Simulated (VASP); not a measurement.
# NaH12ClO6 in VASP: a series of runs

Runs on NaH12ClO6. Level: PBEsol. Tasks: single point, molecular dynamics.

Program: VASP 6.6.1. These are calculated values, not measurements. Logs are shortened: lines on timing, memory, paths and dates and some standing lists are left out, and cuts for length are marked.

## Step 1: The cell of the first run

The cell holds an amorphous packing of atoms, 20 atoms: a = 6.628 Å, b = 6.628 Å, c = 6.628 Å, α = 90.00°, β = 90.00°, γ = 90.00°.

## Step 2: Single point, PBEsol

Contents of INCAR:

```
PREC = Accurate
ENCUT = 520
EDIFF = 1E-6
ISMEAR = -1
SIGMA = 0.05
LREAL = Auto
LASPH = T
NELM = 100
ALGO = Normal
ISIF = 2
LWAVE = F
LCHARG = F
GGA = PS
NBANDS = 47
```

Contents of KPOINTS:

```
Automatic mesh
0
Gamma
  1 1 1
```

Contents of POSCAR:

```
NaH12ClO6
1.0
    6.6282230000      0.0000000000      0.0000000000
    0.0000000000      6.6282230000      0.0000000000
    0.0000000000      0.0000000000      6.6282230000
O H Na Cl
6 12 1 1
Direct
   -0.0390753298      0.4503469482      0.7986454288
    0.5945334066      1.1702080633      0.7692106919
    0.1905337222      0.6475189504      0.1525295694
    0.5308813539      0.6399301894      0.9607250691
    0.7325341951      0.3160877357      0.2931102348
    0.2734669609      0.2927934078      0.4910516740
   -0.1286317615      0.3415847656      0.8393199806
   -0.0754651737      0.5411706878      0.8897558214
    0.5710429477      1.1869848072      0.6250091465
    0.6926290802      1.0801235867      0.8385203696
    0.2113537822      0.7227578191      0.0256177259
    0.1470379014      0.7443171420      0.2430817430
    0.5373084158      0.7648958099      1.0538571198
    0.5954386266      0.6818569623      0.8332700937
    0.7997015188      0.2505799820      0.2119421752
    0.7321570201      0.2156686641      0.3903308624
    0.2333506281      0.3972708824      0.5892831306
    0.1499496924      0.2300465751      0.4476011142
    0.4360897333      0.3477553486      0.1774985543
    0.8246705037     -0.0532118488      0.0955308836
```

Potentials or basis: VASP PAW PBE potentials, release 64 (O, H, Na_pv, Cl).

Run with:

```sh
$ cat potpaw_PBE.64/O/POTCAR potpaw_PBE.64/H/POTCAR potpaw_PBE.64/Na_pv/POTCAR potpaw_PBE.64/Cl/POTCAR > POTCAR
$ mpirun -np 1 vasp_gam > vasp.out
```

OUTCAR:

```text
PREC = Accurate
   ENCUT = 520
   EDIFF = 1E-6
   ISMEAR = -1
   LREAL = Auto
   LASPH = T
   NELM = 100
   ISIF = 2
   GGA = PS

 ion  position               nearest neighbor table
   1  0.961  0.450  0.799-   8 0.89   7 0.97
   2  0.595  0.170  0.769-   9 0.97  10 1.00
   3  0.191  0.648  0.153-  12 0.92  11 0.99
   4  0.531  0.640  0.961-  14 0.99  13 1.03
   5  0.733  0.316  0.293-  15 0.82  16 0.93  19 2.12
   6  0.273  0.293  0.491-  18 0.96  17 0.99  19 2.37
   7  0.871  0.342  0.839-   1 0.97
   8  0.925  0.541  0.890-   1 0.89
   9  0.571  0.187  0.625-   2 0.97
  10  0.693  0.080  0.839-   2 1.00
  11  0.211  0.723  0.026-   3 0.99
  12  0.147  0.744  0.243-   3 0.92
  13  0.537  0.765  0.054-   4 1.03
  14  0.595  0.682  0.833-   4 0.99
  15  0.800  0.251  0.212-   5 0.82
  16  0.732  0.216  0.390-   5 0.93
  17  0.233  0.397  0.589-   6 0.99
  18  0.150  0.230  0.448-   6 0.96
  19  0.436  0.348  0.177-   5 2.12   6 2.37
  20  0.825  0.947  0.096-

  LATTYP: Found a simple cubic cell.
 ALAT       =     6.6282230000

  Lattice vectors:

 A1 = (   6.6282230000,   0.0000000000,   0.0000000000)
 A2 = (   0.0000000000,   6.6282230000,   0.0000000000)
 A3 = (   0.0000000000,   0.0000000000,   6.6282230000)

Analysis of symmetry for initial positions (statically):
=====================================================================
 Subroutine PRICEL returns:
 Original cell was already a primitive cell.

 Routine SETGRP: Setting up the symmetry group for a
 simple cubic supercell.

 Subroutine GETGRP returns: Found  1 space group operations
 (whereof  1 operations were pure point group operations)
 out of a pool of 48 trial point group operations.

The static configuration has the point symmetry C_1 .

Analysis of symmetry for dynamics (positions and initial velocities):
=====================================================================
 Subroutine PRICEL returns:
 Original cell was already a primitive cell.

 Routine SETGRP: Setting up the symmetry group for a
 simple cubic supercell.

 Subroutine GETGRP returns: Found  1 space group operations
 (whereof  1 operations were pure point group operations)
[... 112 lines left out ...]
   ENCUT  =  520.0 eV  38.22 Ry    6.18 a.u.  12.32 12.32 12.32*2*pi/ulx,y,z
   NELM   =    100;   NELMIN=  2; NELMDL= -5     # of ELM steps
   EDIFF  = 0.1E-05   stopping-criterion for ELM
   LREAL  =      T    real-space projection
   EDIFFG = 0.1E-04   stopping-criterion for IOM
   NSW    =      0    number of steps for IOM
   IBRION =     -1    ionic relax: 0-MD 1-quasi-New 2-CG
   NFREE  =      0    steps in history (QN), initial steepest desc. (CG)
   ISIF   =      2    stress and relaxation
   ISYM   =      2    0-nonsym 1-usesym 2-fastsym
   POTIM  = 0.5000    time-step for ionic-motion
   TEBEG  =    0.0;   TEEND  =   0.0 temperature during run
   PSTRESS=    0.0 pullay stress
   NELECT =      62.0000    total number of electrons
   NUPDOWN=      -1.0000    fix difference up-down
   EMIN   =  10.00;   EMAX   =-10.00  energy-range for DOS
   EFERMI =   0.00;   METHOD = LEGACY
   ISMEAR =    -1;   SIGMA  =   0.05  broadening in eV -4-tet -1-fermi 0-gaus
   EFERMI_NEDOS =   21; number of points for ismear=-14 and -15
   IALGO  =     38    algorithm
   IMIX   =      4    mixing-type and parameters
     AMIX     =   0.40;   BMIX     =  1.00
     AMIX_MAG =   1.60;   BMIX_MAG =  1.00
  volume/ion in A,a.u.               =      14.56        98.26
  Fermi-wavevector in a.u.,A,eV,Ry     =   0.977556  1.847313 13.001940  0.955616
  Thomas-Fermi vector in A             =   2.108263
   LORBIT       =      0    0 simple, 1 ext, 2 COOP (PROOUT), +10 PAW based schemes
   GGA     = PS    functional components
   LHFCALC =     F    Hartree Fock is set to
   AEXX    =    0.0000 exact exchange contribution
   IVDW    =     0    specifies the selected vdW correction
   LEPSILON=     F    determine dielectric tensor
   LRPA    =     F    only Hartree local field effects (RPA)
 non-spin polarized calculation
  energy-cutoff  :      520.00
  volume of cell :      291.20
 maximum number of plane-waves:      3905
 NGX is ok and might be reduce to    50
   NGX = 25   NGY = 25   NGZ = 25

 number of electron      61.9999991 magnetization

 Free energy of the ion-electron system (eV)
  ---------------------------------------------------
  ext. energy  EPLUGINS =         0.00000000
  ---------------------------------------------------
  free energy    TOTEN  =       -91.89759487 eV

  energy without entropy =      -91.89759487  energy(sigma->0) =      -91.89759487

 E-fermi :  -2.0465     XC(G=0):  -6.0003

 val. band max:       -3.2951365012   @ k =   0.0000   0.0000   0.0000
 cond. band min:       0.4290263398   @ k =   0.0000   0.0000   0.0000
 fundamental gap:      3.7241628410
 Fermi energy:        -2.0464579752

 k-point     1 :       0.0000    0.0000    0.0000
  band No.  band energies     occupation
      1     -24.7536      2.00000
      2     -24.5415      2.00000
      3     -24.5086      2.00000
      4     -24.0259      2.00000
      5     -22.8921      2.00000
      6     -22.6387      2.00000
[... 35 lines left out ...]
     42       6.0294      0.00000
     43       6.4931      0.00000
 [bands above 43 left out]

------------------------ aborting loop because EDIFF is reached ----------------------------------------

  FORCE on cell =-STRESS in cart. coord.  units (eV):
  Direction    XX          YY          ZZ          XY          YZ          ZX
  --------------------------------------------------------------------------------------
  -------------------------------------------------------------------------------------
  Total        5.8314891      7.8871046      7.9547008     -3.7200382      6.5604818     -5.8956874
  in kB       32.0847544     43.3947160     43.7666292    -20.4675874     36.0956599    -32.4379719
  external PRESSURE =      39.7486999 kB  Pullay stress =       0.0000000 kB

 VOLUME and BASIS-vectors are now :
 -----------------------------------------------------------------------------
  energy-cutoff  :      520.00
  volume of cell :      291.20
      direct lattice vectors                 reciprocal lattice vectors
     6.628223000  0.000000000  0.000000000     0.150869999  0.000000000  0.000000000
     0.000000000  6.628223000  0.000000000     0.000000000  0.150869999  0.000000000
     0.000000000  0.000000000  6.628223000     0.000000000  0.000000000  0.150869999

 POSITION                                       TOTAL-FORCE (eV/Angst)
 -----------------------------------------------------------------------------------
      6.36922      2.98500      5.29360         1.575031     -3.977400     -3.859705
      3.94070      1.12818      5.09850        -0.580848      0.901024      0.931630
      1.26290      4.29190      1.01100         1.147246     -1.785504     -1.961910
      3.51880      4.24160      6.36790        -0.202201      1.145002      0.351238
      4.85540      2.09510      1.94280        -6.652352      8.578766      7.816336
      1.81260      1.94070      3.25480         0.709504      0.461601      0.074967
[... 12 lines left out ...]
      2.89050      2.30500      1.17650        -0.695473      0.698618     -0.666042
      5.46610      6.27552      0.63320         0.186182      0.157336     -0.238022
 -----------------------------------------------------------------------------------
    total drift:                                0.001798     -0.003603      0.000853

  FREE ENERGIE OF THE ION-ELECTRON SYSTEM (eV)
  ---------------------------------------------------
  free  energy   TOTEN  =       -91.8975948681 eV

  energy  without entropy=      -91.8975948681  energy(sigma->0) =      -91.89759487
```

Wall time 40 s (1 thread of Intel Xeon Platinum 8259CL at 2.50GHz (Skylake/Cascade Lake), shared host); peak memory 0.33 GiB.

Results:

| Quantity | Value |
| --- | --- |
| Free energy | -91.8976 eV |
| Pressure | 4.0 GPa |
| Largest force | 14.324 eV/Å |
| Band gap on the k mesh | 3.72 eV |

Forces on the atoms (eV/Å):
```
O     1.575  -3.977  -3.860
O    -0.581   0.901   0.932
O     1.147  -1.786  -1.962
O    -0.202   1.145   0.351
O    -6.652   8.579   7.816
O     0.710   0.462   0.075
H    -0.267  -0.713  -0.485
H    -1.207   4.777   4.193
H     0.286  -0.680   0.362
H     0.129  -0.389  -0.700
H    -0.006  -0.488   0.419
H    -1.344   1.913   1.877
H     0.559  -1.480  -1.374
H    -0.072  -0.068   0.688
H     7.612  -6.760 -10.076
H    -0.324  -1.716   2.704
H    -0.210  -0.432  -0.133
H    -0.643  -0.143   0.077
Na   -0.695   0.699  -0.666
Cl    0.186   0.157  -0.238
```

Caveat: the k points lie up to 0.95 Å⁻¹ apart; the PAW data sets were made with another functional, which shifts forces and pressure a little.

## Step 3: Single point, PBEsol

Contents of INCAR:

```
PREC = Accurate ; ENCUT = 520
EDIFF = 1E-6 ; ISMEAR = -1
SIGMA = 0.05 ; LREAL = Auto
LASPH = True ; NELM = 80
ALGO = Normal ; ISIF = 2
LWAVE = False ; LCHARG = False
GGA = PS ; NBANDS = 47
```

Contents of KPOINTS:

```
regular mesh
0
Gamma
  1 1 1
```

Contents of POSCAR:

```
NaH12ClO6
1.0
    6.6282230000      0.0000000000      0.0000000000
    0.0000000000      6.6282230000      0.0000000000
    0.0000000000      0.0000000000      6.6282230000
O H Na Cl
6 12 1 1
Direct
   -0.0479615728      0.3504408346      0.7628138039
    0.5786467957      1.1983604052      0.8470746986
    0.1390116174      0.5967964566      0.1694270093
    0.5406124688      0.5850587707      0.8964091884
    0.7605960150      0.4897994530      0.3080011038
    0.3021473478      0.2105390842      0.4900710190
    0.0436919518      0.3484795246      0.6436868524
    0.0419720338      0.3221225357      0.8542561106
    0.7058603792      1.2334225931      0.7837243859
    0.5703489457      1.0603747037      0.9004675914
    0.1198058665      0.7333639801      0.1039343426
    0.0207597119      0.5376101558      0.1397961414
    0.5677087207      0.7403190870      0.9062760864
    0.6191553905      0.5355281499      0.7853990429
    0.7882655728      0.6070103556      0.3823045785
    0.6843764913      0.5388322028      0.2097998212
    0.3829684065      0.1378951794      0.5914405716
    0.2401548650      0.0700338537      0.4438595382
    0.3655429215      0.3583765966      0.1542947484
    0.8657674915     -0.0130351679      0.1136201965
```

Potentials or basis: VASP PAW PBE potentials, release 64 (O, H, Na_pv, Cl).

Run with:

```sh
$ cat potpaw_PBE.64/O/POTCAR potpaw_PBE.64/H/POTCAR potpaw_PBE.64/Na_pv/POTCAR potpaw_PBE.64/Cl/POTCAR > POTCAR
$ mpirun -np 1 vasp_gam > vasp.out
```

Wall time 32 s (1 thread of Intel Xeon Platinum 8259CL at 2.50GHz (Skylake/Cascade Lake), shared host); peak memory 0.33 GiB.

It converged, with:

| Property | Result |
| --- | --- |
| Free energy | -91.9560 eV |
| Pressure | 2.1 GPa |
| Largest force | 7.671 eV/Å |
| Band gap on the k mesh | 2.69 eV |

Forces on the atoms (eV/Å):
```
O   -4.009  1.790 -6.249
O   -2.686 -0.441 -0.050
O    4.552  3.186  0.106
O   -0.474  3.263  1.261
O    2.560 -3.577  3.595
O   -1.320 -3.696 -0.923
H   -0.749 -0.013 -0.080
H    4.495 -1.828  5.941
H    1.218 -0.548  0.240
H    1.355  0.649 -0.185
H   -0.087 -0.660  0.665
H   -4.849 -2.289 -0.589
H   -0.009 -2.798 -0.151
H    0.594 -0.183 -0.464
H    0.741  1.681  1.263
H   -3.343  2.134 -5.113
H    0.942  1.217  0.718
H    0.193  2.735  0.078
Na   0.612 -0.122 -0.067
Cl   0.263 -0.500  0.004
```

Stress tensor (GPa, compression positive):
```
 4.10 -1.41  3.92
-1.41 -1.07 -0.69
 3.92 -0.69  3.33
```

Levels at points of the mesh, in eV from the valence-band top:
```
           k point  band 29  band 30  band 31  band 32  band 33  band 34
(0.00, 0.00, 0.00)    -0.42    -0.18     0.00     2.69     5.35     5.67
```

Caveat: the k points lie up to 0.95 Å⁻¹ apart; the PAW data sets were made with another functional, which shifts forces and pressure a little.

## Step 4: Molecular dynamics, PBEsol

Contents of INCAR:

```
SYSTEM = NaH12ClO6
PREC = Accurate ; ENCUT = 520
EDIFF = 1E-5 ; ISMEAR = -1
SIGMA = 0.05 ; LREAL = Auto
LASPH = .True. ; NELM = 100
ALGO = Normal ; ISIF = 2
LWAVE = .False. ; LCHARG = .False.
GGA = PS ; IBRION = 0
NSW = 40 ; POTIM = 0.5
TEBEG = 1500.0 ; TEEND = 1500.0
ISYM = 0 ; NELMIN = 4
RANDOM_SEED = 292015 0 0 ; MDALGO = 2
SMASS = 0
```

Contents of KPOINTS:

```
Automatic mesh
0
Gamma
  1 1 1
  0 0 0
```

Contents of POSCAR:

```
NaH12ClO6
1.0
    6.6282230000      0.0000000000      0.0000000000
    0.0000000000      6.6282230000      0.0000000000
    0.0000000000      0.0000000000      6.6282230000
O H Na Cl
6 12 1 1
Direct
    0.0112084700      0.5964578600      0.7142201900
    0.4902575800      1.0890393900      0.7867632000
    0.2330876500      0.7168273200      0.3000867800
    0.4929613200      0.4440372900      0.8876747700
    0.7976828500      0.1748367500      0.3577864200
    0.1567474600      0.3343283200      0.4517463100
    0.0695562800      0.7165960000      0.6798496300
   -0.1124278200      0.5921883700      0.8143086100
    0.3691670900      1.0134414400      0.7368931100
    0.5629946800      0.9519473400      0.8102582700
    0.1333679300      0.6908848400      0.4031050000
    0.1558207000      0.7763056800      0.1777413900
    0.6194150400      0.4692711800      0.8151549700
    0.5097050100      0.3019129100      0.8392598400
    0.8588077200      0.0858940500      0.1833213200
    0.7731258500      0.0224964900      0.4183035800
    0.0658385900      0.3898129600      0.5630053300
    0.0585253400      0.3314414400      0.3402304600
    0.4388203900      0.4599503600      0.3639627600
    0.8798748900     -0.0299788100     -0.0344361700
```

Potentials or basis: VASP PAW PBE potentials, release 64 (O, H, Na_pv, Cl).

Run with:

```sh
$ cat potpaw_PBE.64/O/POTCAR potpaw_PBE.64/H/POTCAR potpaw_PBE.64/Na_pv/POTCAR potpaw_PBE.64/Cl/POTCAR > POTCAR
$ mpirun -np 1 vasp_gam > vasp.out
```

OUTCAR:

```text
SYSTEM = NaH12ClO6
   PREC = Accurate
   ENCUT = 520
   EDIFF = 1E-5
   ISMEAR = -1
   LREAL = Auto
   LASPH = .True.
   NELM = 100
   ISIF = 2
   GGA = PS
   IBRION = 0
   NSW = 40
   POTIM = 0.5
   TEBEG = 1500.0
   ISYM = 0
   NELMIN = 4

 ion  position               nearest neighbor table
   1  0.011  0.596  0.714-   7 0.91   8 1.05
   2  0.490  0.089  0.787-   9 1.00  10 1.04
   3  0.233  0.717  0.300-  11 0.97  12 1.04  19 2.22
   4  0.493  0.444  0.888-  13 0.98  14 1.00
   5  0.798  0.175  0.358-  16 1.10  15 1.36
   6  0.157  0.334  0.452-  18 0.99  17 1.02  19 2.13
   7  0.070  0.717  0.680-   1 0.91
   8  0.888  0.592  0.814-   1 1.05
   9  0.369  0.013  0.737-   2 1.00
  10  0.563  0.952  0.810-   2 1.04
  11  0.133  0.691  0.403-   3 0.97
  12  0.156  0.776  0.178-   3 1.04
  13  0.619  0.469  0.815-   4 0.98
  14  0.510  0.302  0.839-   4 1.00
  15  0.859  0.086  0.183-   5 1.36  20 1.64
  16  0.773  0.022  0.418-   5 1.10
  17  0.066  0.390  0.563-   6 1.02
  18  0.059  0.331  0.340-   6 0.99
  19  0.439  0.460  0.364-   6 2.13   3 2.22
  20  0.880  0.970  0.966-  15 1.64

IMPORTANT INFORMATION: All symmetrisations will be switched off!
NOSYMM: (Re-)initialisation of all symmetry stuff for point group C_1.

----------------------------------------------------------------------------------------

                                     Primitive cell

  volume of cell :     291.2000

  direct lattice vectors                    reciprocal lattice vectors
     6.628223000  0.000000000  0.000000000     0.150869999  0.000000000  0.000000000
     0.000000000  6.628223000  0.000000000     0.000000000  0.150869999  0.000000000
     0.000000000  0.000000000  6.628223000     0.000000000  0.000000000  0.150869999

  length of vectors
     6.628223000  6.628223000  6.628223000     0.150869999  0.150869999  0.150869999

  position of ions in fractional coordinates (direct lattice)
     0.011208470  0.596457860  0.714220190
[... 118 lines left out ...]
   IVDW    =     0    specifies the selected vdW correction
   LEPSILON=     F    determine dielectric tensor
   LRPA    =     F    only Hartree local field effects (RPA)
 molecular dynamics for ions
 non-spin polarized calculation
  energy-cutoff  :      520.00
  volume of cell :      291.20
 maximum number of plane-waves:      3905
 NGX is ok and might be reduce to    50
   NGX = 25   NGY = 25   NGZ = 25

--------------------------------------- Ionic step        1  -------------------------------------------

 number of electron      62.0000000 magnetization

 Free energy of the ion-electron system (eV)
  ---------------------------------------------------
  ext. energy  EPLUGINS =         0.00000000
  ---------------------------------------------------
  free energy    TOTEN  =       -90.97225480 eV

  energy without entropy =      -90.97225480  energy(sigma->0) =      -90.97225480

------------------------ aborting loop because EDIFF is reached ----------------------------------------

  FORCE on cell =-STRESS in cart. coord.  units (eV):
  Direction    XX          YY          ZZ          XY          YZ          ZX
  --------------------------------------------------------------------------------------
  -------------------------------------------------------------------------------------
  Total       -1.2235599     -1.4126289     -6.6337554      3.1000439      0.5480619      2.3894029
  in kB       -6.7320057     -7.7722601    -36.4988099     17.0563888      3.0154273     13.1464545
  external PRESSURE =     -17.0010253 kB  Pullay stress =       0.0000000 kB
[... 169 lines left out ...]
  ENERGY OF THE ELECTRON-ION-THERMOSTAT SYSTEM (eV)
  ---------------------------------------------------
% ion-electron   TOTEN  =       -90.683779  see above
  kinetic energy EKIN   =         3.399958
  kin. lattice  EKIN_LAT=         0.000000  (temperature 1384.37 K)
  nose potential ES     =        -0.004485
  nose kinetic   EPS    =         0.000215
  ---------------------------------------------------
  total energy   ETOTAL =       -87.288091 eV

[... ionic steps 4 to 37 ...]

--------------------------------------- Ionic step       38  -------------------------------------------

 number of electron      61.9999995 magnetization

------------------------ aborting loop because EDIFF is reached ----------------------------------------
[... 123 lines left out ...]
--------------------------------------- Ionic step       40  -------------------------------------------

 number of electron      61.9999990 magnetization

 Free energy of the ion-electron system (eV)
  ---------------------------------------------------
  ext. energy  EPLUGINS =         0.00000000
  ---------------------------------------------------
  free energy    TOTEN  =       -91.83986007 eV

  energy without entropy =      -91.83986007  energy(sigma->0) =      -91.83986007

 E-fermi :  -1.8409     XC(G=0):  -6.1304

 val. band max:       -3.0781995011   @ k =   0.0000   0.0000   0.0000
 cond. band min:      -0.0602751052   @ k =   0.0000   0.0000   0.0000
 fundamental gap:      3.0179243959
 Fermi energy:        -1.8408798643

 k-point     1 :       0.0000    0.0000    0.0000
  band No.  band energies     occupation
      1     -25.9300      2.00000
      2     -25.8928      2.00000
      3     -25.8843      2.00000
      4     -23.1060      2.00000
      5     -23.0345      2.00000
      6     -21.8962      2.00000
[... 87 lines left out ...]
  ENERGY OF THE ELECTRON-ION-THERMOSTAT SYSTEM (eV)
  ---------------------------------------------------
% ion-electron   TOTEN  =       -91.839860  see above
  kinetic energy EKIN   =         4.310105
  kin. lattice  EKIN_LAT=         0.000000  (temperature 1754.96 K)
  nose potential ES     =        -0.002489
  nose kinetic   EPS    =         0.226757
  ---------------------------------------------------
  total energy   ETOTAL =       -87.305488 eV
```

Run time: 11 min. Hardware: 1 thread of Intel Xeon Platinum 8259CL at 2.50GHz (Skylake/Cascade Lake), shared host; peak memory 0.37 GiB.

Caveat: the k points lie up to 0.95 Å⁻¹ apart; the PAW data sets were made with another functional, which shifts forces and pressure a little.
